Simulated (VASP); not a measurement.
# Zr2BeMo3 (P-6m2) in VASP: notebook, part 2 of 2

VASP 6.6.1. Earlier steps stand in the parts before.

## Step 3: Relaxation of cell and atoms, PBE

This run uses another cell than the first one, of 16.67 Å³/atom.

Input file INCAR:

```
SYSTEM = Zr2BeMo3
PREC = Accurate ; ENCUT = 600
EDIFF = 1E-7 ; ISMEAR = 0
SIGMA = 0.2 ; LREAL = .False.
LASPH = .True. ; NELM = 100
ALGO = Fast ; ISIF = 3
LWAVE = .False. ; LCHARG = .False.
GGA = PE ; IBRION = 2
NSW = 36 ; EDIFFG = -0.08
```

Input file KPOINTS:

```
Automatic mesh
0
Gamma
  5 5 2
  0 0 0
```

Input file POSCAR:

```
Zr2BeMo3
1.0
    3.9637436200      0.0000000000      0.0000000000
   -1.9818718100      3.4327026700      0.0000000000
    0.0000000000      0.0000000000      7.3488947700
Zr Be Mo
2 1 3
Direct
    0.0000000000      0.0000000000      0.7961098000
    0.0000000000      0.0000000000      0.2038902000
    0.0000000000      0.0000000000      0.5000000000
    0.3333333300      0.6666666700      0.8009260500
    0.3333333300      0.6666666700      0.1990739500
    0.3333333300      0.6666666700      0.5000000000
```

Potentials or basis: VASP PAW PBE potentials, release 64 (Zr_sv, Be, Mo_sv).

Started as:

```bash
$ cat potpaw_PBE.64/Zr_sv/POTCAR potpaw_PBE.64/Be/POTCAR potpaw_PBE.64/Mo_sv/POTCAR > POTCAR
$ mpirun -np 1 vasp_std > vasp.out
```

OUTCAR:

```text
SYSTEM = Zr2BeMo3
   PREC = Accurate
   ENCUT = 600
   EDIFF = 1E-7
   ISMEAR = 0
   LREAL = .False.
   LASPH = .True.
   NELM = 100
   ISIF = 3
   GGA = PE
   IBRION = 2
   NSW = 36
   EDIFFG = -0.08

 ion  position               nearest neighbor table
   1  0.000  0.000  0.796-   3 2.18   4 2.29   4 2.29   4 2.29   2 3.00   6 3.16   6 3.16   6 3.16

   2  0.000  0.000  0.204-   3 2.18   5 2.29   5 2.29   5 2.29   1 3.00   6 3.16   6 3.16   6 3.16

   3  0.000  0.000  0.500-   1 2.18   2 2.18   6 2.29   6 2.29   6 2.29
   4  0.333  0.667  0.801-   6 2.21   1 2.29   1 2.29   1 2.29   5 2.93
   5  0.333  0.667  0.199-   6 2.21   2 2.29   2 2.29   2 2.29   4 2.93
   6  0.333  0.667  0.500-   4 2.21   5 2.21   3 2.29   3 2.29   3 2.29   1 3.16   2 3.16   1 3.16
                             2 3.16   1 3.16   2 3.16

  LATTYP: Found a hexagonal cell.
 ALAT       =     3.9637436200
 C/A-ratio  =     1.8540287855

[... 730 lines left out ...]

[... ionic steps 4 to 8 ...]

--------------------------------------- Ionic step        9  -------------------------------------------

 number of electron      68.0000005 magnetization

------------------------ aborting loop because EDIFF is reached ----------------------------------------
[... 75 lines left out ...]
--------------------------------------- Ionic step       11  -------------------------------------------

 number of electron      68.0000006 magnetization

 Free energy of the ion-electron system (eV)
  ---------------------------------------------------
  ext. energy  EPLUGINS =         0.00000000
  ---------------------------------------------------
  free energy    TOTEN  =       -44.74945566 eV

  energy without entropy =      -44.56570289  energy(sigma->0) =      -44.65757927

 E-fermi :   6.4640     XC(G=0): -10.3990

 val. band max:        6.4539343953   @ k =   0.4000   0.2000   0.0000
 cond. band min:       6.4860721401   @ k =   0.4000   0.2000   0.0000
 fundamental gap:      0.0321377447
 Fermi energy:         6.4639924011

 k-point     1 :       0.0000    0.0000    0.0000
  band No.  band energies     occupation
      1     -54.4288      2.00000
      2     -53.5432      2.00000
      3     -53.4730      2.00000
      4     -41.7618      2.00000
      5     -41.7078      2.00000
      6     -28.8740      2.00000
[... 452 lines left out ...]
  FREE ENERGIE OF THE ION-ELECTRON SYSTEM (eV)
  ---------------------------------------------------
  free  energy   TOTEN  =       -44.7494556590 eV

  energy  without entropy=      -44.5657028875  energy(sigma->0) =      -44.65757927

 reached required accuracy - stopping structural energy minimisation
```

OSZICAR:

```text
N       E                     dE             d eps       ncg     rms          rms(c)
DAV:   1     0.923873682260E+03    0.92387E+03   -0.44296E+04   800   0.195E+03
DAV:   2     0.107042726797E+02   -0.91317E+03   -0.89748E+03   880   0.572E+02
DAV:   3    -0.387667156604E+02   -0.49471E+02   -0.48053E+02  1232   0.115E+02
DAV:   4    -0.420558618271E+02   -0.32891E+01   -0.32451E+01  1184   0.222E+01
[... 381 lines left out ...]
RMM:  14    -0.447494551365E+02   -0.46570E-06   -0.24082E-06   870   0.659E-03    0.890E-04
RMM:  15    -0.447494552114E+02   -0.74959E-07   -0.15455E-06   804   0.598E-03    0.392E-04
RMM:  16    -0.447494554534E+02   -0.24197E-06   -0.11809E-06   731   0.507E-03    0.724E-04
RMM:  17    -0.447494555657E+02   -0.11227E-06   -0.79075E-07   659   0.432E-03    0.785E-04
RMM:  18    -0.447494556590E+02   -0.93347E-07   -0.58200E-07   617   0.392E-03
  11 F= -.44749456E+02 E0= -.44657579E+02  d E =-.280565E-02
```

CONTCAR:

```text
Zr2BeMo3
   1.00000000000000
     4.4973809407508769    0.0000000000000000    0.0000000000000000
    -2.2486904703754385    3.8948461465914650    0.0000000000000000
     0.0000000000000000    0.0000000000000000    7.6710861418991758
  Zr              Be              Mo
     2     1     3
Direct
     0.0000000000000000    1.0000000000000000    0.8056071387122634
     0.0000000000000000    1.0000000000000000    0.1943928612877296
     0.0000000000000000    1.0000000000000000    0.5000000000000000
     0.3333333300000021    0.6666666699999979    0.8278789399798975
     0.3333333300000021    0.6666666699999979    0.1721210600201025
     0.3333333300000021    0.6666666699999979    0.5000000000000000

  0.00000000E+00  0.00000000E+00  0.00000000E+00
  0.00000000E+00  0.00000000E+00  0.00000000E+00
  0.00000000E+00  0.00000000E+00  0.00000000E+00
  0.00000000E+00  0.00000000E+00  0.00000000E+00
  0.00000000E+00  0.00000000E+00  0.00000000E+00
  0.00000000E+00  0.00000000E+00  0.00000000E+00
```

It took 27 min on 1 thread of Oxide Virtual Turin-like, shared host; peak memory 0.24 GiB.

What came out:

* Free energy: -44.7495 eV
* Relaxed volume: 22.40 Å³/atom
* Relaxed cell: a = 4.497 Å, b = 4.497 Å, c = 7.671 Å, α = 90.00°, β = 90.00°, γ = 120.00°
* Space group after relaxing (to 0.1 Å): P-6m2 (No. 187)
* Energy gained by relaxing: 795.1 meV/atom
* Ionic steps: 11
* Pressure after relaxing: -0.3 GPa
* Largest force after relaxing: 0.063 eV/Å
* Band gap on the k mesh: zero (bands 34 and 35 overlap by 0.08 eV)

Forces on the atoms (eV/Å):
```
Zr   0.000  0.000 -0.063
Zr   0.000  0.000  0.063
Be   0.000  0.000  0.000
Mo   0.000  0.000  0.014
Mo   0.000  0.000 -0.014
Mo   0.000  0.000  0.000
```

The path:
```
step  energy change (eV)  largest force (eV/Å)  pressure (GPa)  volume (Å³)
   1              0.0000                4.0601           48.30        99.99
   2             -0.5760                0.5142          -15.87       191.74
   3             -4.4334                0.3828           -2.18       137.17
   4             -4.4490                0.4590           -0.99       135.23
   5             -4.4509                0.5005           -0.36       134.23
   6             -4.7207                0.5065           -0.33       135.22
   7             -4.7213                0.5130           -0.30       135.25
   8             -4.7496                0.3744           -0.12       134.61
   9             -4.7675                0.1971            0.36       133.43
  10             -4.7678                0.1490            0.28       133.59
  11             -4.7706                0.0634           -0.32       134.37
```

Final structure:
```xyz
6
Lattice="4.4974 0.0000 0.0000 -2.2487 3.8948 0.0000 0.0000 0.0000 7.6711" Properties=species:S:1:pos:R:3 pbc="T T T"
Zr   -2.2487    3.8948    6.1799
Zr   -2.2487    3.8948    1.4912
Be   -2.2487    3.8948    3.8355
Mo    0.0000    2.5966    6.3507
Mo    0.0000    2.5966    1.3204
Mo    0.0000    2.5966    3.8355
```

Levels at points of the mesh, in eV from the Fermi level:
| k point | band 32 | band 33 | band 34 | band 35 | band 36 | band 37 |
| --- | --- | --- | --- | --- | --- | --- |
| (0.00, 0.00, 0.00) | -0.22 | -0.03 | -0.03 | 0.60 | 0.60 | 1.00 |
| (0.00, 0.00, 0.50) | -0.05 | -0.05 | -0.02 | 0.23 | 0.23 | 0.83 |

Caveat: the k points lie up to 0.41 Å⁻¹ apart in the final cell; the volume moved by over 15 % at a fixed basis, so the end points are rough; the relaxation stopped at a loose force limit of 0.08 eV/Å, so its end isn't a converged minimum.

The gap in the log of VASP goes by the Fermi energy; the results here count the filled bands.